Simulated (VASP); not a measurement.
# TiSi in VASP: a series of runs

TiSi is run at these levels: PBEsol; tasks: single point.

Everything below comes from runs of VASP 6.6.1. Logs are shortened: lines on timing, memory, paths and dates and some standing lists are left out, and cuts for length are marked.

## 1. The cell of the first run

The typed cell holds 2 atoms: a = 3.675 Å, b = 2.810 Å, c = 2.810 Å, α = 76.85°, β = 90.00°, γ = 90.00°.

## 2. Single point, PBEsol

INCAR

```
  ALGO = Normal
  EDIFF = 1E-7
  ENCUT = 520
  GGA = PS
  ISIF = 2
  ISMEAR = 0
  LASPH = T
  LCHARG = F
  LREAL = F
  LWAVE = F
  NBANDS = 15
  NELM = 60
  PREC = Accurate
  SIGMA = 0.15
```

KPOINTS

```
k-points
0
Gamma
  18 24 24
```

POSCAR

```
TiSi
1.0
    3.6745497628      0.0000000000      0.0000000000
    0.0000000000      1.7464693518      2.2015275990
    0.0000000000     -1.7464693518      2.2015275990
Ti Si
1 1
Direct
    0.0000000000      0.0507344298      0.0507344298
    0.5000000000      0.5507655702      0.5507655702
```

Potentials or basis: VASP PAW PBE potentials, release 64 (Ti_sv, Si).

Launch:

```
cat potpaw_PBE.64/Ti_sv/POTCAR potpaw_PBE.64/Si/POTCAR > POTCAR
mpirun -np 1 vasp_std > vasp.out
```

OUTCAR:

```text
EDIFF = 1E-7
   ENCUT = 520
   GGA = PS
   ISIF = 2
   ISMEAR = 0
   LASPH = T
   LREAL = F
   NELM = 60
   PREC = Accurate

 ion  position               nearest neighbor table
   1  0.000  0.051  0.051-   2 2.53   2 2.53   2 2.53   2 2.53   2 2.87   2 2.87   2 2.87   2 2.87

   2  0.500  0.551  0.551-   1 2.53   1 2.53   1 2.53   1 2.53   1 2.87   1 2.87   1 2.87   1 2.87

  LATTYP: Found a base centered orthorhombic cell.
 ALAT       =     3.4929387036
 B/A-ratio  =     1.2605589653
 C/A-ratio  =     1.0519937722

  Lattice vectors:

 A1 = (   0.0000000000,   1.7464693518,  -2.2015275990)
 A2 = (   0.0000000000,   1.7464693518,   2.2015275990)
 A3 = (   3.6745497628,   0.0000000000,   0.0000000000)

Analysis of symmetry for initial positions (statically):
=====================================================================
 Subroutine PRICEL returns:
 Original cell was already a primitive cell.

 Routine SETGRP: Setting up the symmetry group for a
 base centered orthorhombic supercell.

 Subroutine GETGRP returns: Found  4 space group operations
 (whereof  4 operations were pure point group operations)
 out of a pool of  8 trial point group operations.

The static configuration has the point symmetry C_2v.

Analysis of symmetry for dynamics (positions and initial velocities):
=====================================================================
 Subroutine PRICEL returns:
 Original cell was already a primitive cell.

 Routine SETGRP: Setting up the symmetry group for a
 base centered orthorhombic supercell.

 Subroutine GETGRP returns: Found  4 space group operations
 (whereof  4 operations were pure point group operations)
 out of a pool of  8 trial point group operations.

The dynamic configuration has the point symmetry C_2v.

 Subroutine INISYM returns: Found  4 space group operations
 (whereof  4 operations are pure point group operations),
 and found     1 'primitive' translations

----------------------------------------------------------------------------------------

                                     Primitive cell

  volume of cell :      28.2566

  direct lattice vectors                    reciprocal lattice vectors
     3.674549763  0.000000000  0.000000000     0.272142185  0.000000000  0.000000000
     0.000000000  1.746469352  2.201527599     0.000000000  0.286291883  0.227115027
     0.000000000 -1.746469352  2.201527599     0.000000000 -0.286291883  0.227115027

  length of vectors
     3.674549763  2.810138603  2.810138603     0.272142185  0.365437105  0.365437105

[... 93 lines left out ...]
   EMIN   =  10.00;   EMAX   =-10.00  energy-range for DOS
   EFERMI =   0.00;   METHOD = LEGACY
   ISMEAR =     0;   SIGMA  =   0.15  broadening in eV -4-tet -1-fermi 0-gaus
   EFERMI_NEDOS =   21; number of points for ismear=-14 and -15
   IALGO  =     38    algorithm
   IMIX   =      4    mixing-type and parameters
     AMIX     =   0.40;   BMIX     =  1.00
     AMIX_MAG =   1.60;   BMIX_MAG =  1.00
  volume/ion in A,a.u.               =      14.13        95.34
  Fermi-wavevector in a.u.,A,eV,Ry     =   1.354384  2.559414 24.957921  1.834355
  Thomas-Fermi vector in A             =   2.481560
   LORBIT       =      0    0 simple, 1 ext, 2 COOP (PROOUT), +10 PAW based schemes
   GGA     = PS    functional components
   LHFCALC =     F    Hartree Fock is set to
   AEXX    =    0.0000 exact exchange contribution
   IVDW    =     0    specifies the selected vdW correction
   LEPSILON=     F    determine dielectric tensor
   LRPA    =     F    only Hartree local field effects (RPA)
 non-spin polarized calculation
 Gauss-broadening in eV      SIGMA  =   0.15
  energy-cutoff  :      520.00
  volume of cell :       28.26
 maximum number of plane-waves:       783
 NGX is ok and might be reduce to    28

 number of electron      15.9999993 magnetization

 Free energy of the ion-electron system (eV)
  ---------------------------------------------------
  ext. energy  EPLUGINS =         0.00000000
  ---------------------------------------------------
  free energy    TOTEN  =       -15.27810420 eV

  energy without entropy =      -15.26328695  energy(sigma->0) =      -15.27069557

 E-fermi :  10.2599     XC(G=0): -11.9937

 val. band max:       10.2578556243   @ k =   0.1111   0.3750   0.2917
 cond. band min:      10.2646482006   @ k =   0.2222   0.3333   0.2083
 fundamental gap:      0.0067925763
 Fermi energy:        10.2598893443

 k-point     1 :       0.0000    0.0000    0.0000
  band No.  band energies     occupation
      1     -45.9964      2.00000
      2     -22.5040      2.00000
      3     -22.1252      2.00000
      4     -22.0054      2.00000
      5      -1.3822      2.00000
      6       7.9836      2.00000
      7       9.2250      2.00000
      8       9.4313      2.00000
      9      11.8998      0.00000
     10      12.8707      0.00000
     11      12.8828      0.00000
     12      15.5419      0.00000
     13      16.5782      0.00000
     14      17.4713      0.00000
[... 401 lines left out ...]
      2     -22.5148      2.00000
      3     -22.1438      2.00000
      4     -22.0215      2.00000
      5      -0.9529      2.00000
      6       6.7315      2.00000
      7       9.4837      2.00000
      8       9.8666      1.99979
      9      11.6884      0.00000
     10      12.6280      0.00000
     11      12.8358      0.00000
     12      15.6340      0.00000
     13      16.8073      0.00000
     14      18.4026      0.00000
     15      19.7385      0.00000

 [... further k-points ...]

------------------------ aborting loop because EDIFF is reached ----------------------------------------

  FORCE on cell =-STRESS in cart. coord.  units (eV):
  Direction    XX          YY          ZZ          XY          YZ          ZX
  --------------------------------------------------------------------------------------
  -------------------------------------------------------------------------------------
  Total        1.1463853      1.2042872     -0.6127530      0.0000000      0.0000000      0.0000000
  in kB       65.0012852     68.2843906    -34.7437579      0.0000000      0.0000000      0.0000000
  external PRESSURE =      32.8473060 kB  Pullay stress =       0.0000000 kB

 VOLUME and BASIS-vectors are now :
 -----------------------------------------------------------------------------
  energy-cutoff  :      520.00
  volume of cell :       28.26
      direct lattice vectors                 reciprocal lattice vectors
     3.674549763  0.000000000  0.000000000     0.272142185  0.000000000  0.000000000
     0.000000000  1.746469352  2.201527599     0.000000000  0.286291883  0.227115027
     0.000000000 -1.746469352  2.201527599     0.000000000 -0.286291883  0.227115027

 POSITION                                       TOTAL-FORCE (eV/Angst)
 -----------------------------------------------------------------------------------
      0.00000      0.00000      0.22339         0.000000      0.000000      0.000021
      1.83727      0.00000      2.42505         0.000000      0.000000     -0.000021
 -----------------------------------------------------------------------------------
    total drift:                               -0.000000      0.000000     -0.000111

  FREE ENERGIE OF THE ION-ELECTRON SYSTEM (eV)
  ---------------------------------------------------
  free  energy   TOTEN  =       -15.2781041994 eV

  energy  without entropy=      -15.2632869489  energy(sigma->0) =      -15.27069557
```

OSZICAR:

```text
N       E                     dE             d eps       ncg     rms          rms(c)
DAV:   1     0.102728566303E+03    0.10273E+03   -0.71126E+03 47115   0.116E+03
DAV:   2    -0.962356771961E+01   -0.11235E+03   -0.10684E+03 48766   0.311E+02
DAV:   3    -0.167654220163E+02   -0.71419E+01   -0.69896E+01 76412   0.664E+01
DAV:   4    -0.169600120893E+02   -0.19459E+00   -0.19422E+00 51055   0.107E+01
DAV:   5    -0.169666938256E+02   -0.66817E-02   -0.66812E-02 69483   0.178E+00    0.125E+01
DAV:   6    -0.154532887953E+02    0.15134E+01   -0.50911E+00 55690   0.315E+01    0.395E+00
DAV:   7    -0.152965816814E+02    0.15671E+00   -0.55835E-01 53631   0.989E+00    0.302E+00
DAV:   8    -0.152835851137E+02    0.12997E-01   -0.14032E-01 59511   0.410E+00    0.914E-01
DAV:   9    -0.152780129123E+02    0.55722E-02   -0.28932E-02 53218   0.245E+00    0.405E-01
DAV:  10    -0.152781079605E+02   -0.95048E-04   -0.23062E-03 59343   0.571E-01    0.547E-02
DAV:  11    -0.152781093634E+02   -0.14029E-05   -0.36578E-04 57130   0.158E-01    0.630E-02
DAV:  12    -0.152781052013E+02    0.41621E-05   -0.22911E-05 55634   0.570E-02    0.258E-02
DAV:  13    -0.152781041148E+02    0.10865E-05   -0.47159E-06 52637   0.210E-02    0.288E-03
DAV:  14    -0.152781041994E+02   -0.84616E-07   -0.85854E-08 43782   0.306E-03
   1 F= -.15278104E+02 E0= -.15270696E+02  d E =-.148173E-01
```

Run time: 8.2 min. Hardware: 1 thread of Intel Xeon 8259CL, shared host; peak memory 0.72 GiB.

What came out:

```yaml
Free_energy: -15.2781 eV
Pressure: 3.3 GPa
Band_gap_on_the_k_mesh: zero (bands 8 and 9 overlap by 1.44 eV)
```

Stress tensor (GPa, compression positive):
```
 6.50  0.00  0.00
 0.00  6.83  0.00
 0.00  0.00 -3.47
```

Caveat: the stress differs along the axes, from -3 to 7 GPa; the PAW data sets were made with another functional, which shifts forces and pressure a little.

## 3. Single point, PBEsol

This run uses another cell than the first one, of the same volume but with other edges.

INCAR

```
SYSTEM = TiSi
PREC = Accurate
ENCUT = 520
EDIFF = 1E-7
ISMEAR = 0
SIGMA = 0.15
LREAL = .FALSE.
LASPH = .TRUE.
NELM = 100
ALGO = Normal
ISIF = 2
LWAVE = .FALSE.
LCHARG = .TRUE.
GGA = PS
LELF = .TRUE.
LVHAR = .TRUE.
NBANDS = 15
```

KPOINTS

```
regular mesh
0
G
  18 24 24
  0 0 0
```

POSCAR

```
TiSi
1.0
    3.8451322707      0.0000000000      0.0000000000
    0.0000000000      1.8275451682      2.0105266440
    0.0000000000     -1.8275451682      2.0105266440
Ti Si
1 1
Direct
    0.0000000000      0.0507344298      0.0507344298
    0.5000000000      0.5507655702      0.5507655702
```

Potentials or basis: VASP PAW PBE potentials, release 64 (Ti_sv, Si).

Launch:

```
cat potpaw_PBE.64/Ti_sv/POTCAR potpaw_PBE.64/Si/POTCAR > POTCAR
mpirun -np 1 vasp_std > vasp.out
```

OUTCAR:

```text
SYSTEM = TiSi
   PREC = Accurate
   ENCUT = 520
   EDIFF = 1E-7
   ISMEAR = 0
   LREAL = .FALSE.
   LASPH = .TRUE.
   NELM = 100
   ISIF = 2
   GGA = PS

 ion  position               nearest neighbor table
   1  0.000  0.051  0.051-   2 2.65   2 2.65   2 2.65   2 2.65   2 2.78   2 2.78   2 2.78   2 2.78

   2  0.500  0.551  0.551-   1 2.65   1 2.65   1 2.65   1 2.65   1 2.78   1 2.78   1 2.78   1 2.78

  LATTYP: Found a base centered orthorhombic cell.
 ALAT       =     3.6550903364
 B/A-ratio  =     1.1001241879
 C/A-ratio  =     1.0519937722

  Lattice vectors:

 A1 = (   0.0000000000,   1.8275451682,  -2.0105266440)
 A2 = (   0.0000000000,   1.8275451682,   2.0105266440)
 A3 = (   3.8451322707,   0.0000000000,   0.0000000000)

Analysis of symmetry for initial positions (statically):
=====================================================================
 Subroutine PRICEL returns:
 Original cell was already a primitive cell.

 Routine SETGRP: Setting up the symmetry group for a
 base centered orthorhombic supercell.

 Subroutine GETGRP returns: Found  4 space group operations
 (whereof  4 operations were pure point group operations)
 out of a pool of  8 trial point group operations.

The static configuration has the point symmetry C_2v.

Analysis of symmetry for dynamics (positions and initial velocities):
=====================================================================
 Subroutine PRICEL returns:
 Original cell was already a primitive cell.

 Routine SETGRP: Setting up the symmetry group for a
 base centered orthorhombic supercell.

 Subroutine GETGRP returns: Found  4 space group operations
 (whereof  4 operations were pure point group operations)
 out of a pool of  8 trial point group operations.

The dynamic configuration has the point symmetry C_2v.

 Subroutine INISYM returns: Found  4 space group operations
 (whereof  4 operations are pure point group operations),
 and found     1 'primitive' translations

----------------------------------------------------------------------------------------

[... 123 lines left out ...]
 non-spin polarized calculation
 Gauss-broadening in eV      SIGMA  =   0.15
  energy-cutoff  :      520.00
  volume of cell :       28.26
 maximum number of plane-waves:       778
 NGX is ok and might be reduce to    30

 number of electron      16.0000009 magnetization

 Free energy of the ion-electron system (eV)
  ---------------------------------------------------
  ext. energy  EPLUGINS =         0.00000000
  ---------------------------------------------------
  free energy    TOTEN  =       -15.32693248 eV

  energy without entropy =      -15.31483270  energy(sigma->0) =      -15.32088259

 E-fermi :  10.5698     XC(G=0): -11.9953

 val. band max:       10.5695740568   @ k =   0.1667  -0.4167   0.3333
 cond. band min:      10.5713577896   @ k =   0.2778   0.4583   0.4583
 fundamental gap:      0.0017837328
 Fermi energy:        10.5698103156

 k-point     1 :       0.0000    0.0000    0.0000
  band No.  band energies     occupation
      1     -45.9022      2.00000
      2     -22.4242      2.00000
      3     -21.9164      2.00000
      4     -21.8265      2.00000
      5      -1.5358      2.00000
      6       7.8800      2.00000
      7       8.4452      2.00000
      8       9.1898      2.00000
      9      12.4229      0.00000
     10      12.8643      0.00000
     11      13.8582      0.00000
     12      16.2226      0.00000
     13      16.7309      0.00000
     14      16.7422      0.00000
[... 401 lines left out ...]
      2     -22.4285      2.00000
      3     -21.9445      2.00000
      4     -21.8427      2.00000
      5      -1.1453      2.00000
      6       6.4281      2.00000
      7       9.2851      2.00000
      8       9.5521      2.00000
      9      12.1679      0.00000
     10      12.6194      0.00000
     11      13.6950      0.00000
     12      15.6949      0.00000
     13      17.1956      0.00000
     14      17.5395      0.00000
     15      19.4913      0.00000

 [... further k-points ...]

------------------------ aborting loop because EDIFF is reached ----------------------------------------

  FORCE on cell =-STRESS in cart. coord.  units (eV):
  Direction    XX          YY          ZZ          XY          YZ          ZX
  --------------------------------------------------------------------------------------
  -------------------------------------------------------------------------------------
  Total       -0.4205986     -0.1501124      0.2087099      0.0000000      0.0000000      0.0000000
  in kB      -23.8483938     -8.5115355     11.8340748      0.0000000      0.0000000      0.0000000
  external PRESSURE =      -6.8419515 kB  Pullay stress =       0.0000000 kB

 VOLUME and BASIS-vectors are now :
 -----------------------------------------------------------------------------
  energy-cutoff  :      520.00
  volume of cell :       28.26
      direct lattice vectors                 reciprocal lattice vectors
     3.845132271  0.000000000  0.000000000     0.260069077  0.000000000  0.000000000
     0.000000000  1.827545168  2.010526644     0.000000000  0.273591049  0.248691059
     0.000000000 -1.827545168  2.010526644     0.000000000 -0.273591049  0.248691059

 POSITION                                       TOTAL-FORCE (eV/Angst)
 -----------------------------------------------------------------------------------
      0.00000      0.00000      0.20401         0.000000      0.000000      0.000186
      1.92257      0.00000      2.21466         0.000000      0.000000     -0.000186
 -----------------------------------------------------------------------------------
    total drift:                                0.000000      0.000000     -0.000057

  FREE ENERGIE OF THE ION-ELECTRON SYSTEM (eV)
  ---------------------------------------------------
  free  energy   TOTEN  =       -15.3269324842 eV

  energy  without entropy=      -15.3148326993  energy(sigma->0) =      -15.32088259
```

stdout:

```text
POSCAR found type information on POSCAR TiSi
 POSCAR found :  2 types and       2 ions
 scaLAPACK will be used
 -----------------------------------------------------------------------------
|                                                                             |
|                                                                             |
|     You enforced a specific xc type in the INCAR file but a different       |
|     I HOPE YOU KNOW WHAT YOU ARE DOING!                                     |
|                                                                             |
 -----------------------------------------------------------------------------

 LDA part: xc-table for (Slater+PW92), standard interpolation
 POSCAR, INCAR and KPOINTS ok, starting setup
 FFT: planning ... GRIDC
 FFT: planning ... GRID_SOFT
 FFT: planning ... GRID
 WAVECAR not read
 entering main loop
```

Run time: 8.1 min. Hardware: 1 thread of Intel Xeon 8259CL, shared host; peak memory 0.71 GiB.

What came out:

| Quantity | Value |
| --- | --- |
| Free energy | -15.3269 eV |
| Pressure | -0.7 GPa |
| Band gap on the k mesh | zero (bands 8 and 9 overlap by 1.87 eV) |

Caveat: the PAW data sets were made with another functional, which shifts forces and pressure a little.

## 4. Single point, PBEsol

INCAR

```
SYSTEM = TiSi
  PREC = Accurate
  ENCUT = 520
  EDIFF = 1E-6
  ISMEAR = 0
  SIGMA = 0.15
  LREAL = .False.
  LASPH = .True.
  NELM = 100
  ALGO = Normal
  ISIF = 2
  LWAVE = .False.
  LCHARG = .False.
  GGA = PS
  NBANDS = 15
```

KPOINTS

```
regular mesh
0
Gamma
  18 24 24
  0 0 0
```

POSCAR

```
TiSi
1.0
    3.7319738781      0.0000000000      0.0000000000
    0.0000000000      1.7737623438      2.1342987509
    0.0000000000     -1.7737623438      2.1342987509
Ti Si
1 1
Direct
    0.0000000000      0.0507344298      0.0507344298
    0.5000000000      0.5507655702      0.5507655702
```

Launch:

```
cat potpaw_PBE.64/Ti_sv/POTCAR potpaw_PBE.64/Si/POTCAR > POTCAR
mpirun -np 1 vasp_std > vasp.out
```

Run time: 7.8 min. Hardware: 1 thread of Intel Xeon 8259CL, shared host; peak memory 0.72 GiB.

The run converged. Its results:

| Quantity | Value |
| --- | --- |
| Free energy | -15.3193 eV |
| Pressure | 1.4 GPa |
| Band gap on the k mesh | zero (bands 8 and 9 overlap by 1.70 eV) |

Stress tensor (GPa, compression positive):
```
 3.23  0.00  0.00
 0.00  2.94  0.00
 0.00  0.00 -1.94
```

Levels at points of the mesh, in eV from the Fermi level:
```csv
k point,band 6,band 7,band 8,band 9,band 10,band 11
"(0.00, 0.00, 0.00)",-2.43,-1.44,-1.05,1.69,2.51,2.88
"(0.50, 0.00, 0.00)",-6.52,-0.72,0.55,0.72,1.86,2.99
"(0.00, 0.50, 0.00)",-6.40,-2.84,-0.92,1.87,2.40,4.48
"(0.50, 0.50, 0.00)",-4.76,-2.53,-1.76,1.54,1.82,2.02
"(0.00, 0.50, 0.50)",-3.94,-1.39,-1.17,-0.88,-0.21,3.34
"(0.50, 0.50, 0.50)",-3.92,-3.26,-3.09,2.27,2.48,2.94
```

Caveat: the stress differs along the axes, from -2 to 3 GPa; the PAW data sets were made with another functional, which shifts forces and pressure a little.

## 5. The runs side by side

```csv
cell,gap on the mesh (eV),pressure (GPa)
"a = 3.675, b = 2.810, c = 2.810 Å, angles 76.8, 90.0, 90.0°, 2 atoms",none,3.3
"a = 3.845, b = 2.717, c = 2.717 Å, angles 84.5, 90.0, 90.0°, 2 atoms",none,-0.7
"a = 3.732, b = 2.775, c = 2.775 Å, angles 79.5, 90.0, 90.0°, 2 atoms",none,1.4
```

Alike in all rows: task single point; level PBEsol; potentials or basis VASP PAW PBE potentials, release 64 (Ti_sv, Si); no spin polarisation; k mesh 18 × 24 × 24; cutoff (eV) 520; smearing gaussian 0.15 eV.

Caveats: the PAW data sets were made with another functional, which shifts forces and pressure a little; the stress differs along the axes, from -3 to 7 GPa (at least some runs); the stress differs along the axes, from -2 to 3 GPa (at least some runs).

Absolute energies hang on the potentials; compare differences alone.
